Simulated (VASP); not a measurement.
Write the native input for VASP 6.6.1 that does the following.

| Property | Result |
| --- | --- |
| Task | single point |
| Functional | PBE |
| Potentials or basis | VASP PAW PBE potentials, release 64 (Sn_d, Te, O) |
| Cutoff | 520 eV |
| k mesh | 12 × 12 × 4 |
| Occupations | gaussian, width 0.1 eV |
| Spin | no spin polarisation |
| Dipole correction | no |
| Further INCAR settings | ALGO = Normal; EDIFF = 1e-06; NBANDS = 35 |

The structure of Sn2TeO3 lies in POSCAR:

```
Sn2TeO3
1.0
    3.2742056766      0.0000000000      0.0000000000
   -1.6371028383      2.8355452932      0.0000000000
    0.0000000000      0.0000000000     13.6236989960
Sn Te O
2 1 3
Direct
    0.0000000000      0.0000000000      0.0409678201
    0.0000000000      0.0000000000      0.4388344301
    0.3333333333      0.6666666667      0.6765779991
    0.3333333333      0.6666666667      0.1132179562
    0.6666666667      0.3333333333      0.9676153360
    0.6666666667      0.3333333333      0.3627864586
```

One way to write it, as run:

INCAR

```
SYSTEM = Sn2TeO3
ALGO = Normal
EDIFF = 1E-6
ENCUT = 520
GGA = PE
ISIF = 2
ISMEAR = 0
LASPH = .True.
LCHARG = .False.
LREAL = .False.
LWAVE = .False.
NBANDS = 35
NELM = 100
PREC = Accurate
SIGMA = 0.1
```

KPOINTS

```
k-points
0
Gamma
  12 12 4
  0 0 0
```

Potentials or basis: VASP PAW PBE potentials, release 64 (Sn_d, Te, O).

Command:

```console
$ cat potpaw_PBE.64/Sn_d/POTCAR potpaw_PBE.64/Te/POTCAR potpaw_PBE.64/O/POTCAR > POTCAR
$ mpirun -np 1 vasp_std > vasp.out
```

Results of the run:

```json
{
 "Pressure": "0.2 GPa",
 "Largest force": "0.059 eV/Å",
 "Band gap on the k mesh": "zero (bands 26 and 27 overlap by 1.34 eV)"
}
```

Caveat: spin-orbit coupling is left out, which moves the levels of the heavy elements; this functional lacks dispersion, which binds the layers, so the pressure and a relaxed spacing across them are unreliable.

Run time: 4.2 min on 1 thread of Intel(R) Xeon(R) Platinum 8259CL CPU @ 2.50GHz (Skylake/Cascade Lake) (shared host), peak memory 0.42 GiB.
